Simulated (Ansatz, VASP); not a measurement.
# Two plane-wave programs on BaTiO3

```
CELL_PARAMETERS angstrom
3.92557 0.00000 0.00000
0.00000 3.92557 0.00000
0.00000 0.00000 4.20181
ATOMIC_POSITIONS crystal
Ba 0.00000 0.00000 0.98632
Ti 0.50000 0.50000 0.46908
O 0.50000 0.50000 0.03785
O 0.50000 0.00000 0.51738
O 0.00000 0.50000 0.51738
```

Change from the starting cell: strain -0.015 along x and y, +0.000 along z, atoms carried along.

Alike in both runs: task single point; functional PBE; k mesh 8 × 8 × 6; occupations gaussian, width 0.05 eV; no spin polarisation.

```csv
,VASP,Ansatz
version,VASP 6.6.1,Ansatz 0.2.0
potentials or method,"VASP PAW PBE potentials, release 64 (Ba_sv, Ti_sv, O), cutoff 520 eV","scalar-relativistic, plane waves, PAW"
valence electrons in the cell,40,40
```

VASP gave:

* gap on the k mesh at the Fermi level (eV): 1.84
* least direct gap on the mesh (eV): 2.44
* pressure (GPa): 6.9
* traceless stress, the component that is largest in VASP (GPa): -2.07
* rms of the force components (eV/Å): 0.064

Q: Estimate Ansatz's values.

A: gap on the k mesh at the Fermi level (eV): 1.90; least direct gap on the mesh (eV): 2.47; pressure (GPa): 5.1; traceless stress, the component that is largest in VASP (GPa): -2.04; rms of the force components (eV/Å): 0.040.

Atom by atom the forces differ by 0.031 eV/Å (rms over components). With one functional, cell and mesh, what is left measures potentials, basis and numerics.

Neither program's run includes spin-orbit coupling.
